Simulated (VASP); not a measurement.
Here is a VASP 6.6.1 calculation.

The input INCAR:

```
SYSTEM = HgPt3
ALGO = Normal
EDIFF = 1E-6
ENCUT = 520
ISIF = 2
ISMEAR = 0
LASPH = .TRUE.
LCHARG = .FALSE.
LREAL = .FALSE.
LWAVE = .FALSE.
NBANDS = 29
NELM = 60
PREC = Accurate
SIGMA = 0.1
```

File KPOINTS:

```
k-points
0
G
  5 5 8
  0 0 0
```

Contents of POSCAR:

```
HgPt3
1.0
    2.9384658692     -4.0054268443      0.0000000000
    2.9384658692      4.0054268443      0.0000000000
    0.0000000000      0.0000000000      2.9296990064
Hg Pt
1 3
Direct
    0.0000000000      0.0000000000      0.0000000000
    0.5000000000      0.5000000000      0.0000000000
    0.0000000000      0.5000000000      0.5000000000
    0.5000000000      0.0000000000      0.5000000000
```

Potentials or basis: VASP PAW LDA potentials, release 64 (Hg, Pt).

Run with:

```console
$ cat potpaw_LDA.64/Hg/POTCAR potpaw_LDA.64/Pt/POTCAR > POTCAR
$ mpirun -np 1 vasp_std > vasp.out
```

Question: Estimate the pressure.

Answer: -17.5 GPa.

Question: Estimate the band gap on the k mesh.

Answer: Zero (bands 21 and 22 overlap by 1.38 eV).

Stress tensor (GPa, compression positive):
```
-17.20   0.00   0.00
  0.00 -17.19   0.00
  0.00   0.00 -18.23
```

Caveat: the cell stands under tension; spin-orbit coupling is left out, which moves the levels of the heavy elements.
